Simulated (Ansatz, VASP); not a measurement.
**One calculation of Ba, two programs**

File INCAR:

```
SYSTEM = Ba
ALGO     = Fast           ! electronic algorithm
EDIFF    = 1E-6           ! SCF threshold, eV
ENCUT    = 520            ! plane-wave cutoff, eV
GGA      = PS             ! functional
ISIF     = 2              ! what is computed and relaxed
ISMEAR   = 0              ! smearing method
LASPH    = .TRUE.         ! aspherical terms in the spheres
LCHARG   = .FALSE.        ! write CHGCAR
LREAL    = .FALSE.        ! projectors in reciprocal space
LWAVE    = .FALSE.        ! write WAVECAR
NBANDS   = 11             ! bands
NELM     = 100            ! most SCF steps
PREC     = Accurate       ! precision mode
SIGMA    = 0.15           ! smearing width, eV
```

KPOINTS

```
k-points
0
G
  16 16 10
  0 0 0
```

The input POSCAR:

```
Ba
1.0
    1.9234622270     -3.5911187358      0.0000000000
    1.9234622270      3.5911187358      0.0000000000
    0.0000000000      0.0000000000      5.8884508586
Ba
1
Direct
    0.0000000000      0.0000000000      0.0000000000
```

Input for Ansatz:

```yaml
crystal:
  lattice:
    - [1.923462227, -3.5911187358, 0.0]
    - [1.923462227, 3.5911187358, 0.0]
    - [0.0, 0.0, 5.8884508586]
  atoms:
    - { symbol: Ba, position: [0.0, 0.0, 0.0] }
basis:
  ecutwfc: 420
kpoints:
  mp_grid: { grid: [16, 16, 10] }
hamiltonian:
  xc: pbesol
scf:
  occupations: { method: gaussian, width: 0.15 }
output:
  forces: true
  stress: true
  eigenvalues: true
```

Alike in both runs: task single point; functional PBEsol; k mesh 16 × 16 × 10; occupations gaussian, width 0.15 eV; no spin polarisation.

|  | VASP | Ansatz |
| --- | --- | --- |
| version | VASP 6.6.1 | Ansatz 0.2.0 |
| potentials or method | VASP PAW PBE potentials, release 64 (Ba_sv), cutoff 520 eV | scalar-relativistic, plane waves, PAW |
| valence electrons in the cell | 10 | 10 |

|  | VASP | Ansatz | Ansatz less VASP |
| --- | --- | --- | --- |
| gap on the k mesh at the Fermi level (eV) | none | none | - |
| pressure (GPa) | 0.4 | 0.4 | -0.05 |
| traceless stress, the component that is largest in VASP (GPa) | -2.61 | -2.54 | +0.067 |

VASP's potentials were made for PBE, not for PBEsol. A gap of «none» marks a metal or a gap that the smearing closes.

Neither program's run includes spin-orbit coupling.
